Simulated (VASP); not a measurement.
# K3Zr2S (P-3m1) in VASP: a series of runs

The runs below take K3Zr2S through single point, relaxation of cell and atoms, with PBE.

All numbers are computed with VASP 6.6.1; they aren't measurements. Logs are shortened: lines on timing, memory, paths and dates and some standing lists are left out, and cuts for length are marked.

### Step 1. The cell of the first run

It takes space group P-3m1 (No. 164, trigonal). The conventional cell has a = 5.313 Å, b = 5.313 Å, c = 8.586 Å, α = 90.00°, β = 90.00°, γ = 120.00°. Within 4.2 Å of K (site symmetry 3m) lie 3 S at 3.22 Å and 3 K at 3.63 Å and 4 Zr at 3.90 to 4.12 Å. K (site symmetry -3m) has 6 Zr at 3.12 Å within 4.1 Å. Zr (site symmetry 3m) has 7 K at 3.12 to 4.12 Å and 3 Zr at 3.28 Å within 4.2 Å. S (site symmetry -3m) has 8 K at 3.22 to 4.29 Å within 4.3 Å.

The cell was generated, and may not be a known phase.

### Step 2. Single point, PBE

INCAR reads:

```
PREC = Accurate ; ENCUT = 520
EDIFF = 1E-7 ; ISMEAR = 0
SIGMA = 0.1 ; LREAL = False
LASPH = True ; NELM = 60
ALGO = Normal ; ISIF = 2
LWAVE = False ; LCHARG = False
GGA = PE ; NBANDS = 38
```

KPOINTS reads:

```
regular mesh
0
Gamma
  6 6 2
```

POSCAR reads:

```
K3Zr2S
1.0
    5.3129241498      0.0000000000      0.0000000000
   -2.6564620749      4.6011272821      0.0000000000
    0.0000000000      0.0000000000      8.5863866590
K Zr S
3 2 1
Direct
    0.3333333333      0.6666666667      0.3870521429
    0.6666666667      0.3333333333      0.6129478571
    0.0000000000      0.0000000000      0.0000000000
    0.3333333333      0.6666666667      0.9326780398
    0.6666666667      0.3333333333      0.0673219602
    0.0000000000      0.0000000000      0.5000000000
```

Potentials or basis: VASP PAW PBE potentials, release 64 (K_sv, Zr_sv, S).

Launch:

```
cat potpaw_PBE.64/K_sv/POTCAR potpaw_PBE.64/Zr_sv/POTCAR potpaw_PBE.64/S/POTCAR > POTCAR
mpirun -np 1 vasp_std > vasp.out
```

OUTCAR:

```text
PREC = Accurate
   ENCUT = 520
   EDIFF = 1E-7
   ISMEAR = 0
   LREAL = False
   LASPH = True
   NELM = 60
   ISIF = 2
   GGA = PE

 ion  position               nearest neighbor table
   1  0.333  0.667  0.387-   6 3.22   6 3.22   6 3.22   2 3.63   2 3.63   2 3.63
   2  0.667  0.333  0.613-   6 3.22   6 3.22   6 3.22   1 3.63   1 3.63   1 3.63
   3  0.000  0.000  0.000-   4 3.12   5 3.12   4 3.12   5 3.12   5 3.12   4 3.12
   4  0.333  0.667  0.933-   3 3.12   3 3.12   3 3.12   5 3.28   5 3.28   5 3.28
   5  0.667  0.333  0.067-   3 3.12   3 3.12   3 3.12   4 3.28   4 3.28   4 3.28
   6  0.000  0.000  0.500-   1 3.22   2 3.22   1 3.22   2 3.22   2 3.22   1 3.22

  LATTYP: Found a hexagonal cell.
 ALAT       =     5.3129241498
 C/A-ratio  =     1.6161319862

  Lattice vectors:

 A1 = (   5.3129241498,   0.0000000000,   0.0000000000)
 A2 = (  -2.6564620749,   4.6011272821,   0.0000000000)
 A3 = (   0.0000000000,   0.0000000000,   8.5863866590)

Analysis of symmetry for initial positions (statically):
=====================================================================
 Subroutine PRICEL returns:
 Original cell was already a primitive cell.

 Routine SETGRP: Setting up the symmetry group for a
 hexagonal supercell.

 Subroutine GETGRP returns: Found 12 space group operations
 (whereof 12 operations were pure point group operations)
 out of a pool of 24 trial point group operations.

The static configuration has the point symmetry D_3d.

Analysis of symmetry for dynamics (positions and initial velocities):
=====================================================================
 Subroutine PRICEL returns:
 Original cell was already a primitive cell.

 Routine SETGRP: Setting up the symmetry group for a
 hexagonal supercell.

 Subroutine GETGRP returns: Found 12 space group operations
 (whereof 12 operations were pure point group operations)
 out of a pool of 24 trial point group operations.

The dynamic configuration has the point symmetry D_3d.

 Subroutine INISYM returns: Found 12 space group operations
 (whereof 12 operations are pure point group operations),
 and found     1 'primitive' translations

----------------------------------------------------------------------------------------
[... 89 lines left out ...]
   NELM   =     60;   NELMIN=  2; NELMDL= -5     # of ELM steps
   EDIFF  = 0.1E-06   stopping-criterion for ELM
   LREAL  =      F    real-space projection
   EDIFFG = 0.1E-05   stopping-criterion for IOM
   NSW    =      0    number of steps for IOM
   IBRION =     -1    ionic relax: 0-MD 1-quasi-New 2-CG
   NFREE  =      0    steps in history (QN), initial steepest desc. (CG)
   ISIF   =      2    stress and relaxation
   ISYM   =      2    0-nonsym 1-usesym 2-fastsym
   POTIM  = 0.5000    time-step for ionic-motion
   TEBEG  =    0.0;   TEEND  =   0.0 temperature during run
   PSTRESS=    0.0 pullay stress
   NELECT =      57.0000    total number of electrons
   NUPDOWN=      -1.0000    fix difference up-down
   EMIN   =  10.00;   EMAX   =-10.00  energy-range for DOS
   EFERMI =   0.00;   METHOD = LEGACY
   ISMEAR =     0;   SIGMA  =   0.10  broadening in eV -4-tet -1-fermi 0-gaus
   EFERMI_NEDOS =   21; number of points for ismear=-14 and -15
   IALGO  =     38    algorithm
   IMIX   =      4    mixing-type and parameters
     AMIX     =   0.40;   BMIX     =  1.00
     AMIX_MAG =   1.60;   BMIX_MAG =  1.00
  volume/ion in A,a.u.               =      34.98       236.08
  Fermi-wavevector in a.u.,A,eV,Ry     =   1.060141  2.003376 15.291577  1.123899
  Thomas-Fermi vector in A             =   2.195512
   LORBIT       =      0    0 simple, 1 ext, 2 COOP (PROOUT), +10 PAW based schemes
   GGA     = PE    functional components
   LHFCALC =     F    Hartree Fock is set to
   AEXX    =    0.0000 exact exchange contribution
   IVDW    =     0    specifies the selected vdW correction
   LEPSILON=     F    determine dielectric tensor
   LRPA    =     F    only Hartree local field effects (RPA)
 non-spin polarized calculation
 Gauss-broadening in eV      SIGMA  =   0.10
  energy-cutoff  :      520.00
  volume of cell :      209.90
 maximum number of plane-waves:      5682
 NGX is ok and might be reduce to    40
   NGX = 19   NGY = 19   NGZ = 31

 number of electron      57.0000001 magnetization

 Free energy of the ion-electron system (eV)
  ---------------------------------------------------
  ext. energy  EPLUGINS =         0.00000000
  ---------------------------------------------------
  free energy    TOTEN  =       -20.01760780 eV

  energy without entropy =      -19.96595955  energy(sigma->0) =      -19.99178368

 E-fermi :   2.2014     XC(G=0):  -8.0272

 val. band max:        2.2004593584   @ k =   0.3333  -0.0000   0.0000
 cond. band min:       2.2038410279   @ k =   0.3333   0.1667   0.5000
 fundamental gap:      0.0033816694
 Fermi energy:         2.2013596167

 k-point     1 :       0.0000    0.0000    0.0000
  band No.  band energies     occupation
      1     -47.0841      2.00000
      2     -47.0329      2.00000
      3     -28.5520      2.00000
      4     -28.0253      2.00000
      5     -27.9736      2.00000
      6     -25.1943      2.00000
[... 563 lines left out ...]
     37       4.7575      0.00000
     38       4.8632      0.00000

------------------------ aborting loop because EDIFF is reached ----------------------------------------

  FORCE on cell =-STRESS in cart. coord.  units (eV):
  Direction    XX          YY          ZZ          XY          YZ          ZX
  --------------------------------------------------------------------------------------
  -------------------------------------------------------------------------------------
  Total        0.0589112      0.0589112     -0.0051167      0.0000000      0.0000000     -0.0000000
  in kB        0.4496768      0.4496768     -0.0390565      0.0000000      0.0000000     -0.0000000
  external PRESSURE =       0.2867657 kB  Pullay stress =       0.0000000 kB

 VOLUME and BASIS-vectors are now :
 -----------------------------------------------------------------------------
  energy-cutoff  :      520.00
  volume of cell :      209.90
      direct lattice vectors                 reciprocal lattice vectors
     5.312924150  0.000000000  0.000000000     0.188220267  0.108669022  0.000000000
    -2.656462075  4.601127282  0.000000000     0.000000000  0.217338043  0.000000000
     0.000000000  0.000000000  8.586386659     0.000000000  0.000000000  0.116463425

 POSITION                                       TOTAL-FORCE (eV/Angst)
 -----------------------------------------------------------------------------------
     -0.00000      3.06742      3.32338         0.000000      0.000000     -0.004247
      2.65646      1.53371      5.26301         0.000000     -0.000000      0.004247
      0.00000      0.00000      0.00000         0.000000      0.000000      0.000000
     -0.00000      3.06742      8.00833         0.000000      0.000000     -0.004354
      2.65646      1.53371      0.57805        -0.000000     -0.000000      0.004354
      0.00000      0.00000      4.29319         0.000000      0.000000      0.000000
 -----------------------------------------------------------------------------------
    total drift:                                0.000000     -0.000000      0.000000

  FREE ENERGIE OF THE ION-ELECTRON SYSTEM (eV)
  ---------------------------------------------------
  free  energy   TOTEN  =       -20.0176078021 eV

  energy  without entropy=      -19.9659595505  energy(sigma->0) =      -19.99178368
```

stdout:

```text
POSCAR found type information on POSCAR K ZrS
 POSCAR found :  3 types and       6 ions
 scaLAPACK will be used
 LDA part: xc-table for (Slater+PW92), standard interpolation
 POSCAR, INCAR and KPOINTS ok, starting setup
 FFT: planning ... GRIDC
 FFT: planning ... GRID_SOFT
 FFT: planning ... GRID
 WAVECAR not read
 entering main loop
```

It took 59 s on 1 thread of Intel Xeon 6975P-C (Granite Rapids), shared host; peak memory 0.36 GiB.

Results:

```yaml
Free_energy: -20.0176 eV
Pressure: 0.0 GPa
Largest_force: 0.004 eV/Å
Band_gap_on_the_k_mesh: zero (an odd number of electrons rules out a gap without spin polarisation)
```

Forces on the atoms (eV/Å):
```
K    0.000  0.000 -0.004
K    0.000  0.000  0.004
K    0.000  0.000  0.000
Zr   0.000  0.000 -0.004
Zr   0.000  0.000  0.004
S    0.000  0.000  0.000
```

Levels at points of the mesh, in eV from the Fermi level:
```tsv
k point	band 24	band 25	band 26	band 27	band 28	band 29	band 30	band 31	band 32	band 33
(0.00, 0.00, 0.00)	-1.32	-1.32	-0.42	-0.42	0.01	0.01	0.08	0.33	1.46	1.73
(0.50, 0.00, 0.00)	-1.20	-1.05	-0.96	-0.66	-0.08	-0.06	0.05	0.07	1.19	1.41
(0.00, 0.00, 0.50)	-1.33	-1.29	-0.39	-0.39	-0.33	0.02	0.02	0.56	0.92	1.65
(0.50, 0.00, 0.50)	-1.34	-1.21	-0.97	-0.55	-0.20	-0.07	0.12	0.31	1.10	1.53
```

Caveat: the k points lie up to 0.37 Å⁻¹ apart, too coarse for converged energies and pressures of a metal.

### Step 3. Single point, PBE

This run uses another cell than the first one, of 28.82 Å³/atom.

INCAR reads:

```
  PREC = Accurate
  ENCUT = 520
  EDIFF = 1E-6
  ISMEAR = 0
  SIGMA = 0.1
  LREAL = F
  LASPH = T
  NELM = 80
  ALGO = Normal
  ISIF = 2
  LWAVE = F
  LCHARG = F
  GGA = PE
  NBANDS = 38
```

KPOINTS reads:

```
Automatic mesh
0
Gamma
  6 6 2
```

POSCAR reads:

```
K3Zr2S
1.0
    4.3169947600      0.0000000000      0.0000000000
   -2.1584973800      3.7386271300      0.0000000000
    0.0000000000      0.0000000000     10.7121589700
K Zr S
3 2 1
Direct
    0.3333333300      0.6666666700      0.3480919900
    0.6666666700      0.3333333300      0.6519080100
    0.0000000000      0.0000000000      0.0000000000
    0.3333333300      0.6666666700      0.8271350300
    0.6666666700      0.3333333300      0.1728649700
    0.0000000000      0.0000000000      0.5000000000
```

Potentials or basis: VASP PAW PBE potentials, release 64 (K_sv, Zr_sv, S).

Launch:

```
cat potpaw_PBE.64/K_sv/POTCAR potpaw_PBE.64/Zr_sv/POTCAR potpaw_PBE.64/S/POTCAR > POTCAR
mpirun -np 1 vasp_std > vasp.out
```

OUTCAR:

```text
PREC = Accurate
   ENCUT = 520
   EDIFF = 1E-6
   ISMEAR = 0
   LREAL = F
   LASPH = T
   NELM = 80
   ISIF = 2
   GGA = PE

 ion  position               nearest neighbor table
   1  0.333  0.667  0.348-   6 2.98   6 2.98   6 2.98   5 3.12   5 3.12   5 3.12
   2  0.667  0.333  0.652-   6 2.98   6 2.98   6 2.98   4 3.12   4 3.12   4 3.12
   3  0.000  0.000  0.000-   4 3.11   5 3.11   4 3.11   5 3.11   5 3.11   4 3.11
   4  0.333  0.667  0.827-   3 3.11   3 3.11   3 3.11   2 3.12   2 3.12   2 3.12
   5  0.667  0.333  0.173-   3 3.11   3 3.11   3 3.11   1 3.12   1 3.12   1 3.12
   6  0.000  0.000  0.500-   1 2.98   2 2.98   1 2.98   2 2.98   2 2.98   1 2.98

  LATTYP: Found a hexagonal cell.
 ALAT       =     4.3169947600
 C/A-ratio  =     2.4813926274

  Lattice vectors:

 A1 = (   4.3169947600,   0.0000000000,   0.0000000000)
 A2 = (  -2.1584973800,   3.7386271300,   0.0000000000)
 A3 = (   0.0000000000,   0.0000000000,  10.7121589700)

Analysis of symmetry for initial positions (statically):
=====================================================================
 Subroutine PRICEL returns:
 Original cell was already a primitive cell.

 Routine SETGRP: Setting up the symmetry group for a
 hexagonal supercell.

 Subroutine GETGRP returns: Found 12 space group operations
 (whereof 12 operations were pure point group operations)
 out of a pool of 24 trial point group operations.

The static configuration has the point symmetry D_3d.

Analysis of symmetry for dynamics (positions and initial velocities):
=====================================================================
 Subroutine PRICEL returns:
 Original cell was already a primitive cell.

 Routine SETGRP: Setting up the symmetry group for a
 hexagonal supercell.

 Subroutine GETGRP returns: Found 12 space group operations
 (whereof 12 operations were pure point group operations)
 out of a pool of 24 trial point group operations.

The dynamic configuration has the point symmetry D_3d.
[... 117 lines left out ...]
  volume/ion in A,a.u.               =      28.82       194.45
  Fermi-wavevector in a.u.,A,eV,Ry     =   1.130949  2.137183 17.402462  1.279045
  Thomas-Fermi vector in A             =   2.267646
   LORBIT       =      0    0 simple, 1 ext, 2 COOP (PROOUT), +10 PAW based schemes
   GGA     = PE    functional components
   LHFCALC =     F    Hartree Fock is set to
   AEXX    =    0.0000 exact exchange contribution
   IVDW    =     0    specifies the selected vdW correction
   LEPSILON=     F    determine dielectric tensor
   LRPA    =     F    only Hartree local field effects (RPA)
 non-spin polarized calculation
 Gauss-broadening in eV      SIGMA  =   0.10
  energy-cutoff  :      520.00
  volume of cell :      172.89
 maximum number of plane-waves:      4680
   NGX = 17   NGY = 17   NGZ = 39

 number of electron      57.0000001 magnetization

 Free energy of the ion-electron system (eV)
  ---------------------------------------------------
  ext. energy  EPLUGINS =         0.00000000
  ---------------------------------------------------
  free energy    TOTEN  =       -16.13787684 eV

  energy without entropy =      -16.08406679  energy(sigma->0) =      -16.11097181

 E-fermi :   3.4718     XC(G=0):  -8.9670

 val. band max:        3.4485813421   @ k =   0.5000   0.0000   0.0000
 cond. band min:       3.4826406376   @ k =   0.1667  -0.0000   0.0000
 fundamental gap:      0.0340592954
 Fermi energy:         3.4718399542

 k-point     1 :       0.0000    0.0000    0.0000
  band No.  band energies     occupation
      1     -46.6263      2.00000
      2     -46.6256      2.00000
      3     -27.1998      2.00000
      4     -26.7757      2.00000
      5     -26.7618      2.00000
      6     -24.7472      2.00000
[... 563 lines left out ...]
     37       6.2581      0.00000
     38       6.4922      0.00000

------------------------ aborting loop because EDIFF is reached ----------------------------------------

  FORCE on cell =-STRESS in cart. coord.  units (eV):
  Direction    XX          YY          ZZ          XY          YZ          ZX
  --------------------------------------------------------------------------------------
  -------------------------------------------------------------------------------------
  Total        2.8857750      2.8857750      4.8952812     -0.0000000      0.0000000      0.0000000
  in kB       26.7425225     26.7425225     45.3646478     -0.0000000      0.0000000      0.0000000
  external PRESSURE =      32.9498976 kB  Pullay stress =       0.0000000 kB

 VOLUME and BASIS-vectors are now :
 -----------------------------------------------------------------------------
  energy-cutoff  :      520.00
  volume of cell :      172.89
      direct lattice vectors                 reciprocal lattice vectors
     4.316994760  0.000000000  0.000000000     0.231642625  0.133738932  0.000000000
    -2.158497380  3.738627130  0.000000000     0.000000000  0.267477864  0.000000000
     0.000000000  0.000000000 10.712158970     0.000000000  0.000000000  0.093351863

 POSITION                                       TOTAL-FORCE (eV/Angst)
 -----------------------------------------------------------------------------------
     -0.00000      2.49242      3.72882         0.000000      0.000000      1.325554
      2.15850      1.24621      6.98334        -0.000000     -0.000000     -1.325554
      0.00000      0.00000      0.00000         0.000000      0.000000      0.000000
     -0.00000      2.49242      8.86040        -0.000000     -0.000000      0.662619
      2.15850      1.24621      1.85176         0.000000      0.000000     -0.662619
      0.00000      0.00000      5.35608         0.000000      0.000000      0.000000
 -----------------------------------------------------------------------------------
    total drift:                                0.000000      0.000000     -0.000000

  FREE ENERGIE OF THE ION-ELECTRON SYSTEM (eV)
  ---------------------------------------------------
  free  energy   TOTEN  =       -16.1378768399 eV

  energy  without entropy=      -16.0840667853  energy(sigma->0) =      -16.11097181
```

OSZICAR:

```text
N       E                     dE             d eps       ncg     rms          rms(c)
DAV:   1     0.528730752461E+03    0.52873E+03   -0.27673E+04  1064   0.139E+03
DAV:   2     0.256556839751E+02   -0.50308E+03   -0.49211E+03  1204   0.415E+02
DAV:   3    -0.161759662916E+02   -0.41832E+02   -0.40979E+02  1696   0.950E+01
DAV:   4    -0.191842068049E+02   -0.30082E+01   -0.29275E+01  1580   0.210E+01
DAV:   5    -0.193914900533E+02   -0.20728E+00   -0.20666E+00  1504   0.460E+00    0.170E+01
DAV:   6    -0.161190331177E+02    0.32725E+01   -0.10666E+01  1264   0.105E+01    0.781E+00
DAV:   7    -0.161528390229E+02   -0.33806E-01   -0.13674E+00  1578   0.352E+00    0.494E+00
DAV:   8    -0.161544547871E+02   -0.16158E-02   -0.37631E-01  1260   0.211E+00    0.136E+00
DAV:   9    -0.161383451046E+02    0.16110E-01   -0.11309E-01  1484   0.111E+00    0.467E-01
DAV:  10    -0.161375341432E+02    0.81096E-03   -0.10789E-02  1264   0.413E-01    0.230E-01
DAV:  11    -0.161378050667E+02   -0.27092E-03   -0.13688E-03  1616   0.165E-01    0.811E-02
DAV:  12    -0.161378700426E+02   -0.64976E-04   -0.13855E-04  1442   0.518E-02    0.260E-02
DAV:  13    -0.161378796884E+02   -0.96458E-05   -0.32550E-05  1368   0.277E-02    0.155E-02
DAV:  14    -0.161378777661E+02    0.19223E-05   -0.74922E-06  1092   0.926E-03    0.898E-03
DAV:  15    -0.161378767412E+02    0.10249E-05   -0.10233E-06   798   0.571E-03    0.155E-03
DAV:  16    -0.161378768399E+02   -0.98714E-07   -0.14343E-07   652   0.195E-03
   1 F= -.16137877E+02 E0= -.16110972E+02  d E =-.538101E-01
```

stdout:

```text
POSCAR found type information on POSCAR K ZrS
 POSCAR found :  3 types and       6 ions
 scaLAPACK will be used
 LDA part: xc-table for (Slater+PW92), standard interpolation
 POSCAR, INCAR and KPOINTS ok, starting setup
 FFT: planning ... GRIDC
 FFT: planning ... GRID_SOFT
 FFT: planning ... GRID
 WAVECAR not read
 entering main loop
```

It took 42 s on 1 thread of Intel Xeon 6975P-C (Granite Rapids), shared host; peak memory 0.3 GiB.

Results:

| Quantity | Value |
| --- | --- |
| Free energy | -16.1379 eV |
| Pressure | 3.3 GPa |
| Largest force | 1.326 eV/Å |
| Band gap on the k mesh | zero (an odd number of electrons rules out a gap without spin polarisation) |

Forces in eV/Å, atoms in the order of the input:
```
K    0.000  0.000  1.326
K    0.000  0.000 -1.326
K    0.000  0.000  0.000
Zr   0.000  0.000  0.663
Zr   0.000  0.000 -0.663
S    0.000  0.000  0.000
```

Stress tensor (GPa, compression positive):
```
2.67 0.00 0.00
0.00 2.67 0.00
0.00 0.00 4.54
```

Caveat: the cell stands under pressure; forces of over 1 eV/Å act on the atoms, so gaps and moduli don't describe the material at rest.

[end of part 1 of 2]

The gap in the log of VASP goes by the Fermi energy; the results here count the filled bands.